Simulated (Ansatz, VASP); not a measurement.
**Two plane-wave programs on Pd**

```
Pd
1.0
     2.85605    0.00000    0.00000
    -1.42802    2.47341    0.00000
     0.00000    0.00000    9.41316
Pd
4
Direct
  0.00000 0.00000 0.00000
  0.00000 0.00000 0.50000
  0.33333 0.66667 0.25000
  0.66667 0.33333 0.75000
```

Alike in both runs: task single point; functional PBE; k mesh 17 × 17 × 5; occupations fermi-dirac, width 0.1 eV; no spin polarisation.

```csv
,VASP,Ansatz
version,VASP 6.6.1,Ansatz 0.2.0
potentials or method,"VASP PAW PBE potentials, release 64 (Pd), cutoff 520 eV","plane waves (420 eV) with PAW, scalar-relativistic"
valence electrons in the cell,40,72
```

|  | VASP | Ansatz | Ansatz less VASP |
| --- | --- | --- | --- |
| pressure (GPa) | -10.5 | -10.3 | +0.18 |
| traceless stress, the component that is largest in VASP (GPa) | -0.17 | -0.16 | +0.012 |

The functional is the same, so the differences come from potentials, cutoffs and numerics. VASP's potentials hold 40 valence electrons a cell and Ansatz's 72, so a difference there can come from the potentials and not from the codes.
